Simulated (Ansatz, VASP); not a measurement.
**EuO in VASP and in Ansatz**

```
CELL_PARAMETERS angstrom
0.00000 2.57195 2.57195
2.57195 0.00000 2.57195
2.57195 2.57195 0.00000
ATOMIC_POSITIONS crystal
Eu 0.00000 0.00000 0.00000
O 0.50000 0.50000 0.50000
```

Alike in both runs: task single point; functional PBE; k mesh 5 × 5 × 5; occupations fermi-dirac, width 0.1 eV; collinear spin; Hubbard terms Eu f U = 3.0 eV.

|  | VASP | Ansatz |
| --- | --- | --- |
| version | VASP 6.6.1 | Ansatz 0.2.0 |
| potentials or method | VASP PAW PBE potentials, release 64 (Eu, O), cutoff 600 eV | plane waves, PAW |
| valence electrons in the cell | 23 | 23 |

```csv
,VASP,Ansatz,Ansatz less VASP
gap on the k mesh at the Fermi level (eV),none,none,-
pressure (GPa),-1.5,-1.0,+0.45
net moment per atom (μB),3.50,3.50,+0.002
size of the moment on the site where the two differ most (μB),6.66,6.70,+0.036
```

Site moments also hang on the region over which each program counts them. The programs project onto different local orbitals, so the same U acts differently, and such runs can settle in different states. A gap of «none» marks a metal or a gap that the smearing closes. Ansatz's warnings: filled band counts differ across k points, given moment on shells, stability check not made.

The k mesh is coarse, so the values compare programs but aren't converged. Neither program's run includes spin-orbit coupling.
